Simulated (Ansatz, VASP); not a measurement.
## Au: VASP beside Ansatz

```
Au
1.0
     0.00000    2.08265    2.08265
     2.08265    0.00000    2.08265
     2.08265    2.08265    0.00000
Au
1
Direct
  0.00000 0.00000 0.00000
```

Alike in both runs: functional PBE; k mesh 8 × 8 × 8; occupations gaussian, width 0.1 eV; no spin polarisation.

Ansatz relaxed the structure, and its values are those at the end. VASP's run is a single point on that final structure, the one shown.

|  | VASP | Ansatz |
| --- | --- | --- |
| version | VASP 6.6.1 | Ansatz 0.2.0 |
| potentials or method | VASP PAW PBE potentials, release 64 (Au), cutoff 500 eV | scalar-relativistic, plane waves, PAW |
| valence electrons in the cell | 11 | 19 |

Ansatz gave:

```
gap on the k mesh at the Fermi level (eV) : none
pressure (GPa)                            : 0.0
```

Question: What did VASP give for the same quantities?

Answer: gap on the k mesh at the Fermi level (eV): none; pressure (GPa): -0.2.

A gap of «none» marks a metal or a gap that the smearing closes. The functional is the same, so the differences come from potentials, cutoffs and numerics. VASP's potentials hold 11 valence electrons a cell and Ansatz's 19, so a difference there can come from the potentials and not from the codes.

Spin-orbit coupling is off throughout.
